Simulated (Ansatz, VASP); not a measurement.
**Mg2Si3N3 in VASP and in Ansatz**

```
Mg Si N
1.0
     2.91428   -3.35281    0.00000
     2.91428    3.35281    0.00000
    -1.57013    0.00000    5.73635
Mg Si N
2 3 3
Direct
  0.15985 0.15985 0.37111
  0.64899 0.64899 0.26754
  0.75132 0.28862 0.72092
  0.20545 0.20545 0.95989
  0.28862 0.75132 0.72092
  0.49715 0.49715 0.86742
  0.49747 0.94999 0.54609
  0.94999 0.49747 0.54609
```

Change from the starting cell: the structure that the rattled cell fell into.

Alike in both runs: task single point; functional PBE; k mesh 4 × 4 × 4; occupations gaussian, width 0.1 eV; no spin polarisation.

|  | VASP | Ansatz |
| --- | --- | --- |
| version | VASP 6.6.1 | Ansatz 0.2.0 |
| potentials or method | VASP PAW PBE potentials, release 64 (Mg, Si, N), cutoff 600 eV | scalar-relativistic, plane waves, PAW |
| valence electrons in the cell | 31 | 47 |

|  | VASP | Ansatz | Ansatz less VASP |
| --- | --- | --- | --- |
| gap on the k mesh at the Fermi level (eV) | none | none | - |
| pressure (GPa) | -0.3 | -0.1 | +0.24 |
| traceless stress, the component that is largest in VASP (GPa) | -0.12 | -0.09 | +0.028 |
| rms of the force components (eV/Å) | 0.007 | 0.008 | +0.0008 |

Atom by atom the forces differ by 0.004 eV/Å (rms over components). A gap of «none» marks a metal or a gap that the smearing closes. VASP's potentials hold 31 valence electrons a cell and Ansatz's 47, so a difference there can come from the potentials and not from the codes.

The k mesh is coarse, so the values compare programs but aren't converged.
